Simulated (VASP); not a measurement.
Input of a VASP 6.6.1 run:

The input POSCAR:

```
As
1.0
    1.7201913053      0.9931529132      4.8434846230
   -1.7201913053      0.9931529132      4.8434846230
    0.0000000000     -1.9863058263      4.8434846230
As
2
Direct
    0.7883407894      0.7883407894      0.7883407894
    0.2116592106      0.2116592106      0.2116592106
```

The input INCAR.step1:

```
  ALGO = Normal
  EDIFF = 1E-4
  ENCUT = 520
  GGA = PE
  ISMEAR = -1
  LASPH = T
  LCHARG = F
  LREAL = F
  LWAVE = T
  NBANDS = 12
  NELM = 80
  PREC = Accurate
  SIGMA = 0.1
```

The input INCAR.step2:

```
  ALGO = Normal
  EDIFF = 1E-6
  ENCUT = 520
  ISIF = 2
  ISMEAR = -1
  ISTART = 1
  LASPH = T
  LCHARG = F
  LMIXTAU = T
  LREAL = F
  LWAVE = F
  METAGGA = R2SCAN
  NBANDS = 12
  NELM = 80
  PREC = Accurate
  SIGMA = 0.1
```

Contents of KPOINTS:

```
k-points
0
Gamma
  17 17 17
```

Potentials or basis: VASP PAW PBE potentials, release 64 (As).

Run with:

```bash
$ cat potpaw_PBE.64/As/POTCAR > POTCAR
$ cp INCAR.step1 INCAR
$ mpirun -np 1 vasp_std > vasp.out
$ cp INCAR.step2 INCAR
$ mpirun -np 1 vasp_std > vasp.out
```

Predict the largest force.

1.568 eV/Å.

Predict the pressure.

9.5 GPa.

Forces on the atoms (eV/Å):
```
As   0.000  0.000 -1.568
As   0.000  0.000  1.568
```

Caveat: the cell stands under pressure; the PAW data sets were made with another functional, which shifts forces and pressure a little.
